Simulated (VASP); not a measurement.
# AgCl in VASP: notebook

The runs below take AgCl through single point, with LDA.

Program: VASP 6.6.1. These are calculated values, not measurements. Logs are shortened: lines on timing, memory, paths and dates and some standing lists are left out, and cuts for length are marked.

### Step 1. The cell of the first run

The cell holds a slab with vacuum, 12 atoms: a = 5.315 Å, b = 6.563 Å, c = 16.329 Å, α = 90.00°, β = 90.00°, γ = 110.30°.

### Step 2. Single point, LDA

Input file INCAR:

```
  ALGO = Normal
  EDIFF = 1E-6
  ENCUT = 520
  ISIF = 2
  ISMEAR = -1
  LASPH = True
  LCHARG = False
  LREAL = False
  LWAVE = False
  NBANDS = 66
  NELM = 60
  PREC = Accurate
  SIGMA = 0.05
```

Input file KPOINTS:

```
k-points
0
Gamma
  2 2 1
```

Input file POSCAR:

```
AgCl
1.0
    5.3146610000      0.0000000000      0.0000000000
   -2.2773570000      6.1553540000      0.0000000000
    0.0000000000      0.0000000000     16.3285760000
Ag Cl
6 6
Direct
    0.8588728462      0.9354782844      0.1049448525
    0.6743729919      0.3077970820      0.0789903541
    0.2460522654      0.5534856322      0.2313122712
    0.3954114741      0.9845087707      0.2857628246
    0.9554851726      0.4937652652      0.4020007623
    0.8362194435      1.0012584167      0.3894705821
    0.1969042292      0.3691907890      0.0612423276
    0.3363273091      0.8740683314      0.1226928790
    0.7774749012      0.6006153342      0.1890121956
    0.8929756093      0.1480499741      0.2528144524
    0.3037136164      1.0008685122      0.4293515858
    0.6220099743      0.6279086467      0.3665782001
```

Potentials or basis: VASP PAW LDA potentials, release 64 (Ag, Cl).

The run is started by

```console
$ cat potpaw_LDA.64/Ag/POTCAR potpaw_LDA.64/Cl/POTCAR > POTCAR
$ mpirun -np 1 vasp_std > vasp.out
```

OUTCAR:

```text
EDIFF = 1E-6
   ENCUT = 520
   ISIF = 2
   ISMEAR = -1
   LASPH = True
   LREAL = False
   NELM = 60
   PREC = Accurate

 ion  position               nearest neighbor table
   1  0.859  0.935  0.105-   9 2.50   8 2.68   8 2.72  10 2.76   7 2.88   2 2.96
   2  0.674  0.308  0.079-   9 2.55   7 2.68   7 2.72   8 2.88   1 2.96
   3  0.246  0.553  0.231-   8 2.66  10 2.69   9 2.70   4 2.80   9 2.82  12 2.90   7 3.00   5 3.14

   4  0.395  0.985  0.286-  11 2.40  10 2.54   8 2.75   3 2.80   6 2.86   6 3.46
   5  0.955  0.494  0.402-  12 2.31   6 3.08   3 3.14   6 3.61
   6  0.836  0.001  0.389-  12 2.35  10 2.41  11 2.57   4 2.86  11 2.90   5 3.08   4 3.46   5 3.61

   7  0.197  0.369  0.061-   2 2.68   2 2.72   1 2.88   3 3.00
   8  0.336  0.874  0.123-   3 2.66   1 2.68   1 2.72   4 2.75   2 2.88
   9  0.777  0.601  0.189-   1 2.50   2 2.55   3 2.70   3 2.82
  10  0.893  0.148  0.253-   6 2.41   4 2.54   3 2.69   1 2.76
  11  0.304  0.001  0.429-   4 2.40   6 2.57   6 2.90
  12  0.622  0.628  0.367-   5 2.31   6 2.35   3 2.90

  LATTYP: Found a simple monoclinic cell.
 ALAT       =     5.3146610000
 B/A-ratio  =     3.0723645403
 C/A-ratio  =     1.2349112675
 COS(beta)  =    -0.3469922661

  Lattice vectors:

 A1 = (   5.3146610000,   0.0000000000,   0.0000000000)
 A2 = (   0.0000000000,   0.0000000000, -16.3285760000)
 A3 = (  -2.2773570000,   6.1553540000,   0.0000000000)

Analysis of symmetry for initial positions (statically):
=====================================================================
 Subroutine PRICEL returns:
 Original cell was already a primitive cell.

 Routine SETGRP: Setting up the symmetry group for a
 simple monoclinic supercell.

 Subroutine GETGRP returns: Found  1 space group operations
 (whereof  1 operations were pure point group operations)
 out of a pool of  4 trial point group operations.

The static configuration has the point symmetry C_1 .

Analysis of symmetry for dynamics (positions and initial velocities):
=====================================================================
 Subroutine PRICEL returns:
 Original cell was already a primitive cell.

 Routine SETGRP: Setting up the symmetry group for a
 simple monoclinic supercell.

 Subroutine GETGRP returns: Found  1 space group operations
 (whereof  1 operations were pure point group operations)
[... 102 lines left out ...]
   LREAL  =      F    real-space projection
[... 7 lines left out ...]
   TEBEG  =    0.0;   TEEND  =   0.0 temperature during run
   PSTRESS=    0.0 pullay stress
   NELECT =     108.0000    total number of electrons
   NUPDOWN=      -1.0000    fix difference up-down
   EMIN   =  10.00;   EMAX   =-10.00  energy-range for DOS
   EFERMI =   0.00;   METHOD = LEGACY
   ISMEAR =    -1;   SIGMA  =   0.05  broadening in eV -4-tet -1-fermi 0-gaus
   EFERMI_NEDOS =   21; number of points for ismear=-14 and -15
   IALGO  =     38    algorithm
   IMIX   =      4    mixing-type and parameters
     AMIX     =   0.40;   BMIX     =  1.00
     AMIX_MAG =   1.60;   BMIX_MAG =  1.00
  volume/ion in A,a.u.               =      44.51       300.39
  Fermi-wavevector in a.u.,A,eV,Ry     =   0.960853  1.815750 12.561432  0.923239
  Thomas-Fermi vector in A             =   2.090174
   LORBIT       =      0    0 simple, 1 ext, 2 COOP (PROOUT), +10 PAW based schemes
   GGA     = CA    functional components
   LHFCALC =     F    Hartree Fock is set to
   AEXX    =    0.0000 exact exchange contribution
   IVDW    =     0    specifies the selected vdW correction
   LEPSILON=     F    determine dielectric tensor
   LRPA    =     F    only Hartree local field effects (RPA)
 non-spin polarized calculation
  energy-cutoff  :      520.00
  volume of cell :      534.17
 maximum number of plane-waves:     14422
 NGX is ok and might be reduce to    40
   NGX = 19   NGY = 25   NGZ = 61

 number of electron     107.9999992 magnetization

 Free energy of the ion-electron system (eV)
  ---------------------------------------------------
  ext. energy  EPLUGINS =         0.00000000
  ---------------------------------------------------
  free energy    TOTEN  =       -37.13195040 eV

  energy without entropy =      -37.11698514  energy(sigma->0) =      -37.12446777

 E-fermi :  -0.9949     XC(G=0):  -5.6776

 val. band max:       -1.1460750340   @ k =   0.5000   0.0000   0.0000
 cond. band min:      -0.8706781234   @ k =   0.0000   0.0000   0.0000
 fundamental gap:      0.2753969106
 Fermi energy:        -0.9949104398

 k-point     1 :       0.0000    0.0000    0.0000
  band No.  band energies     occupation
      1     -16.5705      2.00000
      2     -16.2988      2.00000
      3     -16.0300      2.00000
      4     -15.8342      2.00000
      5     -15.3167      2.00000
      6     -14.8035      2.00000
[... 265 lines left out ...]
     65       5.1295      0.00000
     66       5.2476      0.00000

------------------------ aborting loop because EDIFF is reached ----------------------------------------

  FORCE on cell =-STRESS in cart. coord.  units (eV):
  Direction    XX          YY          ZZ          XY          YZ          ZX
  --------------------------------------------------------------------------------------
  -------------------------------------------------------------------------------------
  Total       -7.7065364     -2.6789904     -1.8305746     -0.8471020     -0.9302805     -0.2971857
  in kB      -23.1149469     -8.0353504     -5.4906163     -2.5407936     -2.7902786     -0.8913772
  external PRESSURE =     -12.2136378 kB  Pullay stress =       0.0000000 kB

 VOLUME and BASIS-vectors are now :
 -----------------------------------------------------------------------------
  energy-cutoff  :      520.00
  volume of cell :      534.17
      direct lattice vectors                 reciprocal lattice vectors
     5.314661000  0.000000000  0.000000000     0.188158756  0.069614950  0.000000000
    -2.277357000  6.155354000  0.000000000     0.000000000  0.162460193  0.000000000
     0.000000000  0.000000000 16.328576000     0.000000000  0.000000000  0.061242328

 POSITION                                       TOTAL-FORCE (eV/Angst)
 -----------------------------------------------------------------------------------
      2.43420      5.75820      1.71360        -0.016461      0.625941      0.152560
      2.88310      1.89460      1.28980         0.046115     -0.148279      0.288562
      0.04720      3.40690      3.77700         0.050414     -0.193048     -0.231257
     -0.14060      6.06000      4.66610        -0.341174     -0.200745     -0.673242
      3.95360      3.03930      6.56410         0.880385     -0.312250     -0.533352
      4.44136      0.00775      6.35950         0.122586      0.895791      0.570293
      0.20570      2.27250      1.00000        -0.213159     -0.879150      0.172993
     -0.20310      5.38020      2.00340         0.538748      1.004708      0.263930
      2.76420      3.69700      3.08630        -0.378885     -0.475487     -0.175066
      4.40870      0.91130      4.12810         0.517383      0.804963     -0.241407
      1.61216      0.00535      7.01070        -0.096772     -0.062841     -0.035312
      1.87580      3.86500      5.98570        -1.109181     -1.059604      0.441297
 -----------------------------------------------------------------------------------
    total drift:                                0.000772     -0.000819     -0.000803

  FREE ENERGIE OF THE ION-ELECTRON SYSTEM (eV)
  ---------------------------------------------------
  free  energy   TOTEN  =       -37.1319503984 eV

  energy  without entropy=      -37.1169851409  energy(sigma->0) =      -37.12446777
```

OSZICAR:

```text
N       E                     dE             d eps       ncg     rms          rms(c)
DAV:   1     0.772582603381E+03    0.77258E+03   -0.46347E+04   528   0.137E+03
DAV:   2     0.457448716376E+02   -0.72684E+03   -0.69175E+03   630   0.282E+02
DAV:   3    -0.364570355875E+02   -0.82202E+02   -0.80395E+02   600   0.870E+01
[... 15 lines left out ...]
DAV:  19    -0.371319263365E+02   -0.23746E-04   -0.62554E-07   390   0.232E-03    0.126E-03
DAV:  20    -0.371319433254E+02   -0.16989E-04   -0.71849E-07   382   0.201E-03    0.747E-04
DAV:  21    -0.371319484541E+02   -0.51286E-05   -0.24559E-07   390   0.121E-03    0.659E-04
DAV:  22    -0.371319497605E+02   -0.13065E-05   -0.66456E-08   382   0.724E-04    0.291E-04
DAV:  23    -0.371319503984E+02   -0.63790E-06   -0.49828E-08   374   0.500E-04
   1 F= -.37131950E+02 E0= -.37124468E+02  d E =-.149653E-01
```

Run time: 2.9 min. Hardware: 1 thread of Intel Xeon Platinum 8559C (Emerald Rapids), shared host; peak memory 0.44 GiB.

Results:

```yaml
Free_energy: -37.1320 eV
Largest_force: 1.596 eV/Å
Band_gap_on_the_k_mesh: 0.28 eV (least direct gap 0.86 eV)
```

Forces on the atoms (eV/Å):
```
Ag  -0.016  0.626  0.153
Ag   0.046 -0.148  0.289
Ag   0.050 -0.193 -0.231
Ag  -0.341 -0.201 -0.673
Ag   0.880 -0.312 -0.533
Ag   0.123  0.896  0.570
Cl  -0.213 -0.879  0.173
Cl   0.539  1.005  0.264
Cl  -0.379 -0.475 -0.175
Cl   0.517  0.805 -0.241
Cl  -0.097 -0.063 -0.035
Cl  -1.109 -1.060  0.441
```

Levels at points of the mesh, in eV from the valence-band top:
| k point | band 50 | band 51 | band 52 | band 53 | band 54 | band 55 | band 56 | band 57 | band 58 | band 59 |
| --- | --- | --- | --- | --- | --- | --- | --- | --- | --- | --- |
| (0.00, 0.00, 0.00) | -1.16 | -1.00 | -0.90 | -0.76 | -0.58 | 0.28 | 1.72 | 2.50 | 3.10 | 3.89 |
| (0.50, 0.00, 0.00) | -1.05 | -0.81 | -0.61 | -0.25 | 0.00 | 1.57 | 2.63 | 3.33 | 3.76 | 4.33 |
| (0.00, 0.50, 0.00) | -1.23 | -1.12 | -0.99 | -0.90 | -0.76 | 0.98 | 1.88 | 2.58 | 2.92 | 3.37 |
| (0.50, 0.50, 0.00) | -0.97 | -0.76 | -0.68 | -0.28 | -0.02 | 1.69 | 2.43 | 3.27 | 3.71 | 4.41 |

Caveat: the k points lie up to 0.63 Å⁻¹ apart; the atoms stand as in a frame of molecular dynamics.

### Step 3. Single point, LDA

Input file INCAR:

```
SYSTEM = AgCl
ALGO = Normal
EDIFF = 1E-6
ENCUT = 520
ISIF = 2
ISMEAR = -1
LASPH = .TRUE.
LCHARG = .FALSE.
LREAL = .FALSE.
LWAVE = .FALSE.
NBANDS = 66
NELM = 60
PREC = Accurate
SIGMA = 0.05
```

Input file KPOINTS:

```
k-points
0
G
  2 2 1
  0 0 0
```

Input file POSCAR:

```
AgCl
1.0
    5.3146610000      0.0000000000      0.0000000000
   -2.2773570000      6.1553540000      0.0000000000
    0.0000000000      0.0000000000     16.3285760000
Ag Cl
6 6
Direct
    0.8588728462      0.9354782844      0.1049448525
    0.6743729919      0.3077970820      0.0789903541
    0.2224068665      0.5799341516      0.2189351968
    0.4174752977      1.2608210673      0.2508546979
    0.7709393568      0.6425788021      0.3682133702
    0.9307960808      1.1483336296      0.4495248085
    0.1969042292      0.3691907890      0.0612423276
    0.3363273091      0.8740683314      0.1226928790
    0.7792112982      0.6057653224      0.1821285579
    0.8150782078      0.1180598224      0.2550865428
    0.2437070922      0.9390361627      0.4618406406
    0.2099236356      0.4842775899      0.3810620106
```

Potentials or basis: VASP PAW LDA potentials, release 64 (Ag, Cl).

The run is started by

```console
$ cat potpaw_LDA.64/Ag/POTCAR potpaw_LDA.64/Cl/POTCAR > POTCAR
$ mpirun -np 1 vasp_std > vasp.out
```

OUTCAR:

```text
SYSTEM = AgCl
   EDIFF = 1E-6
   ENCUT = 520
   ISIF = 2
   ISMEAR = -1
   LASPH = .TRUE.
   LREAL = .FALSE.
   NELM = 60
   PREC = Accurate

 ion  position               nearest neighbor table
   1  0.859  0.935  0.105-   9 2.41   8 2.68   8 2.72  10 2.77   7 2.88   2 2.96
   2  0.674  0.308  0.079-   9 2.49   7 2.68   7 2.72   8 2.88   1 2.96   4 3.09
   3  0.222  0.580  0.219-   8 2.40   9 2.49   4 2.69  12 2.72   7 2.90   9 2.97  10 3.11   5 3.54

   4  0.417  0.261  0.251-  10 2.59   9 2.66   3 2.69  12 3.00  10 3.01   2 3.09   5 3.20
   5  0.771  0.643  0.368-  12 2.80  12 2.87  11 3.01   9 3.05   4 3.20   6 3.40   3 3.54
   6  0.931  0.148  0.450-  12 2.46  11 2.51   5 3.40
   7  0.197  0.369  0.061-   2 2.68   2 2.72   1 2.88   3 2.90
   8  0.336  0.874  0.123-   3 2.40   1 2.68   1 2.72   2 2.88
   9  0.779  0.606  0.182-   1 2.41   2 2.49   3 2.49   4 2.66   3 2.97   5 3.05
  10  0.815  0.118  0.255-   4 2.59   1 2.77   4 3.01   3 3.11
  11  0.244  0.939  0.462-   6 2.51   5 3.01
  12  0.210  0.484  0.381-   6 2.46   3 2.72   5 2.80   5 2.87   4 3.00

  LATTYP: Found a simple monoclinic cell.
 ALAT       =     5.3146610000
 B/A-ratio  =     3.0723645403
 C/A-ratio  =     1.2349112675
 COS(beta)  =    -0.3469922661

  Lattice vectors:

 A1 = (   5.3146610000,   0.0000000000,   0.0000000000)
 A2 = (   0.0000000000,   0.0000000000, -16.3285760000)
 A3 = (  -2.2773570000,   6.1553540000,   0.0000000000)

Analysis of symmetry for initial positions (statically):
=====================================================================
 Subroutine PRICEL returns:
 Original cell was already a primitive cell.

 Routine SETGRP: Setting up the symmetry group for a
 simple monoclinic supercell.

 Subroutine GETGRP returns: Found  1 space group operations
 (whereof  1 operations were pure point group operations)
[... 141 lines left out ...]
   LHFCALC =     F    Hartree Fock is set to
   AEXX    =    0.0000 exact exchange contribution
   IVDW    =     0    specifies the selected vdW correction
   LEPSILON=     F    determine dielectric tensor
   LRPA    =     F    only Hartree local field effects (RPA)
 non-spin polarized calculation
  energy-cutoff  :      520.00
  volume of cell :      534.17
 maximum number of plane-waves:     14422
 NGX is ok and might be reduce to    40
   NGX = 19   NGY = 25   NGZ = 61

 number of electron     108.0000010 magnetization

 Free energy of the ion-electron system (eV)
  ---------------------------------------------------
  ext. energy  EPLUGINS =         0.00000000
  ---------------------------------------------------
  free energy    TOTEN  =       -36.30054887 eV

  energy without entropy =      -36.29320966  energy(sigma->0) =      -36.29687927

 E-fermi :  -1.2081     XC(G=0):  -5.7947

 val. band max:       -1.3983490304   @ k =   0.5000   0.0000   0.0000
 cond. band min:      -1.0349806934   @ k =   0.0000   0.0000   0.0000
 fundamental gap:      0.3633683369
 Fermi energy:        -1.2081187380

 k-point     1 :       0.0000    0.0000    0.0000
  band No.  band energies     occupation
      1     -16.8771      2.00000
      2     -16.2339      2.00000
      3     -15.7515      2.00000
      4     -15.3687      2.00000
      5     -15.2421      2.00000
      6     -14.8853      2.00000
[... 265 lines left out ...]
     65       5.0576      0.00000
     66       5.3985      0.00000

------------------------ aborting loop because EDIFF is reached ----------------------------------------

  FORCE on cell =-STRESS in cart. coord.  units (eV):
  Direction    XX          YY          ZZ          XY          YZ          ZX
  --------------------------------------------------------------------------------------
  -------------------------------------------------------------------------------------
  Total      -12.6857051     -2.1096282     -4.6692531     -1.1590587     -0.3094449      0.7586602
  in kB      -38.0494408     -6.3276083    -14.0049345     -3.4764749     -0.9281474      2.2755216
  external PRESSURE =     -19.4606612 kB  Pullay stress =       0.0000000 kB

 VOLUME and BASIS-vectors are now :
 -----------------------------------------------------------------------------
  energy-cutoff  :      520.00
  volume of cell :      534.17
      direct lattice vectors                 reciprocal lattice vectors
     5.314661000  0.000000000  0.000000000     0.188158756  0.069614950  0.000000000
    -2.277357000  6.155354000  0.000000000     0.000000000  0.162460193  0.000000000
     0.000000000  0.000000000 16.328576000     0.000000000  0.000000000  0.061242328

 POSITION                                       TOTAL-FORCE (eV/Angst)
 -----------------------------------------------------------------------------------
      2.43420      5.75820      1.71360        -0.129672      1.114723      0.005524
      2.88310      1.89460      1.28980         0.024529     -0.514555      0.117903
     -0.13870      3.56970      3.57490         0.356518     -0.593923      0.603883
      1.62476      1.60545      4.09610         0.105173     -0.276677      0.032646
      2.63390      3.95530      6.01240         0.164336      0.163694     -0.084935
      4.60906      0.91305      7.34010         0.404291     -0.586402     -0.512191
      0.20570      2.27250      1.00000        -0.185240     -0.858281      0.168492
     -0.20310      5.38020      2.00340         0.320715      1.373795     -0.792898
      2.76170      3.72870      2.97390        -0.895850     -0.598319      0.904793
      4.06300      0.72670      4.16520         0.171936      0.088732      0.396939
     -0.84330      5.78010      7.54120        -0.852734      0.196944     -0.323553
      0.01280      2.98090      6.22220         0.515997      0.490270     -0.516604
 -----------------------------------------------------------------------------------
    total drift:                                0.000334     -0.000400     -0.001273

  FREE ENERGIE OF THE ION-ELECTRON SYSTEM (eV)
  ---------------------------------------------------
  free  energy   TOTEN  =       -36.3005488725 eV

  energy  without entropy=      -36.2932096644  energy(sigma->0) =      -36.29687927
```

OSZICAR:

```text
N       E                     dE             d eps       ncg     rms          rms(c)
DAV:   1     0.767729829945E+03    0.76773E+03   -0.46217E+04   528   0.137E+03
DAV:   2     0.472322765706E+02   -0.72050E+03   -0.68442E+03   628   0.281E+02
DAV:   3    -0.356817570343E+02   -0.82914E+02   -0.81122E+02   622   0.871E+01
[... 14 lines left out ...]
DAV:  18    -0.363005284358E+02   -0.43952E-04   -0.21329E-06   406   0.358E-03    0.135E-03
DAV:  19    -0.363005410026E+02   -0.12567E-04   -0.52924E-07   392   0.186E-03    0.740E-04
DAV:  20    -0.363005469515E+02   -0.59489E-05   -0.41022E-07   374   0.151E-03    0.487E-04
DAV:  21    -0.363005484745E+02   -0.15230E-05   -0.11415E-07   392   0.912E-04    0.311E-04
DAV:  22    -0.363005488725E+02   -0.39797E-06   -0.41492E-08   332   0.461E-04
   1 F= -.36300549E+02 E0= -.36296879E+02  d E =-.733921E-02
```

Wall time 2.5 min (1 thread of Intel Xeon Platinum 8559C (Emerald Rapids), shared host); peak memory 0.44 GiB.

What came out:

```yaml
Free_energy: -36.3005 eV
Largest_force: 1.618 eV/Å
Band_gap_on_the_k_mesh: 0.36 eV (least direct gap 0.80 eV)
```

Forces in eV/Å, atoms in the order of the input:
```
Ag  -0.130  1.115  0.006
Ag   0.025 -0.515  0.118
Ag   0.357 -0.594  0.604
Ag   0.105 -0.277  0.033
Ag   0.164  0.164 -0.085
Ag   0.404 -0.586 -0.512
Cl  -0.185 -0.858  0.168
Cl   0.321  1.374 -0.793
Cl  -0.896 -0.598  0.905
Cl   0.172  0.089  0.397
Cl  -0.853  0.197 -0.324
Cl   0.516  0.490 -0.517
```

Caveat: the k points lie up to 0.63 Å⁻¹ apart; the atoms stand as in a frame of molecular dynamics.
